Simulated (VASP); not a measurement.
# Se (Im-3m) in VASP: a series of runs

The runs below take Se through single point, with PBE.

Everything below comes from runs of VASP 6.6.1. Logs are shortened: lines on timing, memory, paths and dates and some standing lists are left out, and cuts for length are marked.

## 1. The cell of the first run

Symmetry: Im-3m, No. 229, cubic system. The conventional cell has a = 3.393 Å, b = 3.393 Å, c = 3.393 Å, α = 90.00°, β = 90.00°, γ = 90.00°. Se (site symmetry m-3m) has 14 Se at 2.94 to 3.39 Å within 3.9 Å.

This isn't the form of Se at room conditions, which is trigonal, of chains.

## 2. Single point, PBE (19.52 Å³/atom)

File INCAR:

```
ALGO = Normal
EDIFF = 1E-6
ENCUT = 520
GGA = PE
ISIF = 2
ISMEAR = 0
LASPH = True
LCHARG = False
LREAL = False
LWAVE = False
NBANDS = 9
NELM = 60
PREC = Accurate
SIGMA = 0.05
```

File KPOINTS:

```
k-points
0
Gamma
  18 18 18
```

File POSCAR:

```
Se
1.0
   -1.6962638626      1.6962638626      1.6962638626
    1.6962638626     -1.6962638626      1.6962638626
    1.6962638626      1.6962638626     -1.6962638626
Se
1
Direct
    0.0000000000      0.0000000000      0.0000000000
```

Potentials or basis: VASP PAW PBE potentials, release 64 (Se).

Command:

```bash
$ cat potpaw_PBE.64/Se/POTCAR > POTCAR
$ mpirun -np 1 vasp_std > vasp.out
```

OUTCAR:

```text
EDIFF = 1E-6
   ENCUT = 520
   GGA = PE
   ISIF = 2
   ISMEAR = 0
   LASPH = True
   LREAL = False
   NELM = 60
   PREC = Accurate

 ion  position               nearest neighbor table
   1  0.000  0.000  0.000-

  LATTYP: Found a body centered cubic cell.
 ALAT       =     3.3925277252

  Lattice vectors:

 A1 = (  -1.6962638626,   1.6962638626,   1.6962638626)
 A2 = (   1.6962638626,  -1.6962638626,   1.6962638626)
 A3 = (   1.6962638626,   1.6962638626,  -1.6962638626)

Analysis of symmetry for initial positions (statically):
=====================================================================
 Subroutine PRICEL returns:
 Original cell was already a primitive cell.

 Routine SETGRP: Setting up the symmetry group for a
 body centered cubic supercell.

 Subroutine GETGRP returns: Found 48 space group operations
 (whereof 48 operations were pure point group operations)
 out of a pool of 48 trial point group operations.

The static configuration has the point symmetry O_h .

Analysis of symmetry for dynamics (positions and initial velocities):
=====================================================================
 Subroutine PRICEL returns:
 Original cell was already a primitive cell.

 Routine SETGRP: Setting up the symmetry group for a
 body centered cubic supercell.

 Subroutine GETGRP returns: Found 48 space group operations
 (whereof 48 operations were pure point group operations)
 out of a pool of 48 trial point group operations.

The dynamic configuration has the point symmetry O_h .

 Subroutine INISYM returns: Found 48 space group operations
 (whereof 48 operations are pure point group operations),
 and found     1 'primitive' translations

----------------------------------------------------------------------------------------

                                     Primitive cell

  volume of cell :      19.5227

  direct lattice vectors                    reciprocal lattice vectors
    -1.696263863  1.696263863  1.696263863     0.000000000  0.294765461  0.294765461
     1.696263863 -1.696263863  1.696263863     0.294765461  0.000000000  0.294765461
     1.696263863  1.696263863 -1.696263863     0.294765461  0.294765461  0.000000000

  length of vectors
     2.938015193  2.938015193  2.938015193     0.416861313  0.416861313  0.416861313

  position of ions in fractional coordinates (direct lattice)
     0.000000000  0.000000000  0.000000000

  ion indices of the primitive-cell ions
   primitive index   ion index
                 1           1

----------------------------------------------------------------------------------------

 KPOINTS: k-points

Automatic generation of k-mesh.
 Grid dimensions read from file:
 generate k-points for:   18   18   18

 Generating k-lattice:

  Cartesian coordinates                     Fractional coordinates (reciprocal lattice)
     0.000000000  0.016375859  0.016375859     0.055555556  0.000000000  0.000000000
     0.016375859  0.000000000  0.016375859     0.000000000  0.055555556  0.000000000
     0.016375859  0.016375859  0.000000000     0.000000000  0.000000000  0.055555556

  Length of vectors
     0.023158962  0.023158962  0.023158962

  Shift w.r.t. Gamma in fractional coordinates (k-lattice)
     0.000000000  0.000000000  0.000000000

 Subroutine IBZKPT returns following result:
 ===========================================

 Found    195 irreducible k-points:

 Following reciprocal coordinates:
            Coordinates               Weight
  0.000000  0.000000  0.000000      1.000000
  0.055556  0.000000  0.000000     12.000000
  0.111111  0.000000  0.000000     12.000000
  0.166667  0.000000  0.000000     12.000000
  0.222222  0.000000  0.000000     12.000000
  0.277778  0.000000  0.000000     12.000000
[... 16 lines left out ...]
  0.333333  0.111111 -0.000000     48.000000
  0.388889  0.111111  0.000000     48.000000
 [... further k-points ...]
   k-points           NKPTS =    195   k-points in BZ     NKDIM =    195   number of bands    NBANDS=      9
   number of dos      NEDOS =    301   number of ions     NIONS =      1
   total plane-waves  NPLWV =  13824
   dimension x,y,z NGX =    24 NGY =   24 NGZ =   24
   dimension x,y,z NGXF=    48 NGYF=   48 NGZF=   48
   ions per type =               1
   NGX,Y,Z   is equivalent  to a cutoff of  13.58, 13.58, 13.58 a.u.
   NGXF,Y,Z  is equivalent  to a cutoff of  27.16, 27.16, 27.16 a.u.
 SYSTEM =  unknown system
   PREC   = accura    normal or accurate (medium, high low for compatibility)
   ISTART =      0    job   : 0-new  1-cont  2-samecut
   ICHARG =      2    charge: 1-file 2-atom 10-const
   ISPIN  =      1    spin polarized calculation?
   LNONCOLLINEAR =      F non collinear calculations
   LSORBIT =      F    spin-orbit coupling
   LASPH  =      T    aspherical Exc in radial PAW
   ENCUT  =  520.0 eV  38.22 Ry    6.18 a.u.   5.46  5.46  5.46*2*pi/ulx,y,z
   NELM   =     60;   NELMIN=  2; NELMDL= -5     # of ELM steps
   EDIFF  = 0.1E-05   stopping-criterion for ELM
   LREAL  =      F    real-space projection
   EDIFFG = 0.1E-04   stopping-criterion for IOM
   NSW    =      0    number of steps for IOM
   IBRION =     -1    ionic relax: 0-MD 1-quasi-New 2-CG
   NFREE  =      0    steps in history (QN), initial steepest desc. (CG)
   ISIF   =      2    stress and relaxation
   ISYM   =      2    0-nonsym 1-usesym 2-fastsym
   POTIM  = 0.5000    time-step for ionic-motion
   TEBEG  =    0.0;   TEEND  =   0.0 temperature during run
   PSTRESS=    0.0 pullay stress
   NELECT =       6.0000    total number of electrons
   NUPDOWN=      -1.0000    fix difference up-down
   EMIN   =  10.00;   EMAX   =-10.00  energy-range for DOS
   EFERMI =   0.00;   METHOD = LEGACY
   ISMEAR =     0;   SIGMA  =   0.05  broadening in eV -4-tet -1-fermi 0-gaus
   EFERMI_NEDOS =   21; number of points for ismear=-14 and -15
   IALGO  =     38    algorithm
   IMIX   =      4    mixing-type and parameters
     AMIX     =   0.40;   BMIX     =  1.00
     AMIX_MAG =   1.60;   BMIX_MAG =  1.00
  volume/ion in A,a.u.               =      19.52       131.75
  Fermi-wavevector in a.u.,A,eV,Ry     =   1.104787  2.087744 16.606646  1.220554
  Thomas-Fermi vector in A             =   2.241265
   LORBIT       =      0    0 simple, 1 ext, 2 COOP (PROOUT), +10 PAW based schemes
   GGA     = PE    functional components
   LHFCALC =     F    Hartree Fock is set to
   AEXX    =    0.0000 exact exchange contribution
   IVDW    =     0    specifies the selected vdW correction
   LEPSILON=     F    determine dielectric tensor
   LRPA    =     F    only Hartree local field effects (RPA)
 non-spin polarized calculation
 Gauss-broadening in eV      SIGMA  =   0.05
  energy-cutoff  :      520.00
  volume of cell :       19.52
 maximum number of plane-waves:       543
 NGX is ok and might be reduce to    24
   NGX = 11   NGY = 11   NGZ = 11

 number of electron       6.0000001 magnetization

 Free energy of the ion-electron system (eV)
  ---------------------------------------------------
  ext. energy  EPLUGINS =         0.00000000
  ---------------------------------------------------
  free energy    TOTEN  =        -2.91283851 eV

  energy without entropy =       -2.91219611  energy(sigma->0) =       -2.91251731

 E-fermi :   6.0685     XC(G=0): -10.7820

 val. band max:        6.0609496914   @ k =   0.5000   0.0000   0.0000
 cond. band min:       6.0707706674   @ k =   0.2778   0.2778   0.0556
 fundamental gap:      0.0098209761
 Fermi energy:         6.0685370821

 k-point     1 :       0.0000    0.0000    0.0000
  band No.  band energies     occupation
      1     -10.4760      2.00000
      2       9.1846      0.00000
      3       9.1846      0.00000
      4       9.1846      0.00000
      5      17.6974      0.00000
      6      18.4995      0.00000
      7      18.4995      0.00000
      8      18.4995      0.00000
      9      21.5832      0.00000

 k-point     2 :       0.0556    0.0000    0.0000
  band No.  band energies     occupation
      1     -10.4079      2.00000
      2       8.7445      0.00000
      3       9.0353      0.00000
      4       9.1580      0.00000
      5      17.8942      0.00000
      6      18.1988      0.00000
      7      18.4915      0.00000
      8      18.7936      0.00000
      9      20.8244      0.00000

 k-point     3 :       0.1111    0.0000    0.0000
  band No.  band energies     occupation
      1     -10.2049      2.00000
      2       7.6299      0.00000
      3       8.6424      0.00000
      4       9.0807      0.00000
      5      17.3089      0.00000
      6      17.5225      0.00000
      7      19.2836      0.00000
      8      19.6206      0.00000
      9      20.4931      0.00000

 k-point     4 :       0.1667    0.0000    0.0000
  band No.  band energies     occupation
      1      -9.8712      2.00000
      2       6.1744      0.00275
      3       8.1202      0.00000
      4       8.9602      0.00000
      5      16.2712      0.00000
      6      16.7606      0.00000
      7      20.0559      0.00000
      8      20.6790      0.00000
      9      20.8655      0.00000
[... 205 lines left out ...]
 k-point    22 :       0.2778    0.1111   -0.0000
  band No.  band energies     occupation
      1      -8.0444      2.00000
      2       1.6375      2.00000
      3       5.7660      2.00000
      4       7.9033      0.00000
      5      14.5328      0.00000
      6      15.9749      0.00000
      7      20.0393      0.00000
      8      23.6237      0.00000
      9      24.2463      0.00000

 k-point    23 :       0.3333    0.1111   -0.0000
  band No.  band energies     occupation
      1      -7.4107      2.00000
      2       0.4578      2.00000
      3       5.3686      2.00000
      4       7.7436      0.00000
      5      14.1341      0.00000
      6      15.7956      0.00000
      7      20.6291      0.00000
      8      24.3482      0.00000
      9      25.1136      0.00000

 k-point    24 :       0.3889    0.1111    0.0000
  band No.  band energies     occupation
      1      -6.8926      2.00000
      2      -0.4014      2.00000
      3       5.1299      2.00000
      4       7.6409      0.00000
      5      13.8923      0.00000
      6      15.6810      0.00000
      7      21.4141      0.00000
      8      23.6357      0.00000
      9      26.0213      0.00000

 [... further k-points ...]

------------------------ aborting loop because EDIFF is reached ----------------------------------------

  FORCE on cell =-STRESS in cart. coord.  units (eV):
  Direction    XX          YY          ZZ          XY          YZ          ZX
  --------------------------------------------------------------------------------------
  -------------------------------------------------------------------------------------
  Total        0.3853805      0.3853805      0.3853805      0.0000000     -0.0000000      0.0000000
  in kB       31.6271488     31.6271488     31.6271488      0.0000000     -0.0000000      0.0000000
  external PRESSURE =      31.6271488 kB  Pullay stress =       0.0000000 kB

 VOLUME and BASIS-vectors are now :
 -----------------------------------------------------------------------------
  energy-cutoff  :      520.00
  volume of cell :       19.52
      direct lattice vectors                 reciprocal lattice vectors
    -1.696263863  1.696263863  1.696263863     0.000000000  0.294765461  0.294765461
     1.696263863 -1.696263863  1.696263863     0.294765461  0.000000000  0.294765461
     1.696263863  1.696263863 -1.696263863     0.294765461  0.294765461  0.000000000

 POSITION                                       TOTAL-FORCE (eV/Angst)
 -----------------------------------------------------------------------------------
      0.00000      0.00000      0.00000         0.000000     -0.000000     -0.000000
 -----------------------------------------------------------------------------------
    total drift:                                0.000000      0.000000     -0.000000

  FREE ENERGIE OF THE ION-ELECTRON SYSTEM (eV)
  ---------------------------------------------------
  free  energy   TOTEN  =        -2.9128385116 eV

  energy  without entropy=       -2.9121961116  energy(sigma->0) =       -2.91251731
```

It took 10 s on 1 thread of Intel Xeon Platinum 8488C (Sapphire Rapids), shared host; peak memory 0.16 GiB.

What came out:

```yaml
Free_energy: -2.9128 eV
Pressure: 3.2 GPa
Band_gap_on_the_k_mesh: zero (bands 3 and 4 overlap by 6.55 eV)
```

Caveat: the cell stands under pressure.

## 3. Single point, PBE (20.34 Å³/atom)

This run uses another cell than the first one, of 20.34 Å³/atom.

File INCAR:

```
SYSTEM = Se
  PREC = Accurate
  ENCUT = 520
  EDIFF = 1E-6
  ISMEAR = 0
  SIGMA = 0.05
  LREAL = .False.
  LASPH = .True.
  NELM = 80
  ALGO = Normal
  ISIF = 2
  LWAVE = .False.
  LCHARG = .False.
  GGA = PE
  NBANDS = 9
```

File KPOINTS:

```
regular mesh
0
Gamma
  18 18 18
  0 0 0
```

File POSCAR:

```
Se
1.0
   -1.7195032417      1.7195032417      1.7195032417
    1.7195032417     -1.7195032417      1.7195032417
    1.7195032417      1.7195032417     -1.7195032417
Se
1
Direct
    0.0000000000      0.0000000000      0.0000000000
```

Potentials or basis: VASP PAW PBE potentials, release 64 (Se).

Command:

```bash
$ cat potpaw_PBE.64/Se/POTCAR > POTCAR
$ mpirun -np 1 vasp_std > vasp.out
```

OUTCAR:

```text
SYSTEM = Se
   PREC = Accurate
   ENCUT = 520
   EDIFF = 1E-6
   ISMEAR = 0
   LREAL = .False.
   LASPH = .True.
   NELM = 80
   ISIF = 2
   GGA = PE

 ion  position               nearest neighbor table
   1  0.000  0.000  0.000-

  LATTYP: Found a body centered cubic cell.
 ALAT       =     3.4390064834

  Lattice vectors:

 A1 = (  -1.7195032417,   1.7195032417,   1.7195032417)
 A2 = (   1.7195032417,  -1.7195032417,   1.7195032417)
 A3 = (   1.7195032417,   1.7195032417,  -1.7195032417)

[... 458 lines left out ...]
      1      -7.2722      2.00000
      2      -0.6090      2.00000
      3       4.6648      2.00000
      4       7.0510      0.00000
      5      13.3311      0.00000
      6      15.0913      0.00000
      7      20.7034      0.00000
      8      22.8138      0.00000
      9      25.1521      0.00000

 [... further k-points ...]
[... 5 lines left out ...]
  --------------------------------------------------------------------------------------
  -------------------------------------------------------------------------------------
  Total       -0.0010344     -0.0010344     -0.0010344     -0.0000000      0.0000000     -0.0000000
  in kB       -0.0814940     -0.0814940     -0.0814940     -0.0000000      0.0000000     -0.0000000
  external PRESSURE =      -0.0814940 kB  Pullay stress =       0.0000000 kB

 VOLUME and BASIS-vectors are now :
 -----------------------------------------------------------------------------
  energy-cutoff  :      520.00
  volume of cell :       20.34
      direct lattice vectors                 reciprocal lattice vectors
    -1.719503242  1.719503242  1.719503242     0.000000000  0.290781656  0.290781656
     1.719503242 -1.719503242  1.719503242     0.290781656  0.000000000  0.290781656
     1.719503242  1.719503242 -1.719503242     0.290781656  0.290781656  0.000000000

 POSITION                                       TOTAL-FORCE (eV/Angst)
 -----------------------------------------------------------------------------------
      0.00000      0.00000      0.00000        -0.000000      0.000000     -0.000000
 -----------------------------------------------------------------------------------
    total drift:                                0.000000      0.000000      0.000000

  FREE ENERGIE OF THE ION-ELECTRON SYSTEM (eV)
  ---------------------------------------------------
  free  energy   TOTEN  =        -2.9206446096 eV

  energy  without entropy=       -2.9197580053  energy(sigma->0) =       -2.92020131
```

OSZICAR:

```text
N       E                     dE             d eps       ncg     rms          rms(c)
DAV:   1     0.983657422316E+01    0.98366E+01   -0.28953E+03  3518   0.573E+02
DAV:   2    -0.261785229480E+01   -0.12454E+02   -0.12093E+02  4856   0.783E+01
DAV:   3    -0.291911031688E+01   -0.30126E+00   -0.28944E+00  4067   0.106E+01
DAV:   4    -0.291984900334E+01   -0.73869E-03   -0.73864E-03  4814   0.542E-01
DAV:   5    -0.291984949697E+01   -0.49363E-06   -0.49414E-06  4090   0.123E-02    0.304E+00
DAV:   6    -0.291982555509E+01    0.23942E-04   -0.26178E-03  4059   0.281E-01    0.180E+00
DAV:   7    -0.292062571808E+01   -0.80016E-03   -0.45667E-03  3851   0.379E-01    0.695E-02
DAV:   8    -0.292064418873E+01   -0.18471E-04   -0.13653E-04  3906   0.702E-02    0.895E-03
DAV:   9    -0.292064460962E+01   -0.42088E-06   -0.13711E-06  4439   0.907E-03
   1 F= -.29206446E+01 E0= -.29202013E+01  d E =-.886604E-03
```

It took 10 s on 1 thread of Intel Xeon Platinum 8488C (Sapphire Rapids), shared host; peak memory 0.16 GiB.

What came out:

* Free energy: -2.9206 eV
* Pressure: 0.0 GPa
* Band gap on the k mesh: zero (bands 3 and 4 overlap by 6.18 eV)

The gap in the log of VASP goes by the Fermi energy; the results here count the filled bands.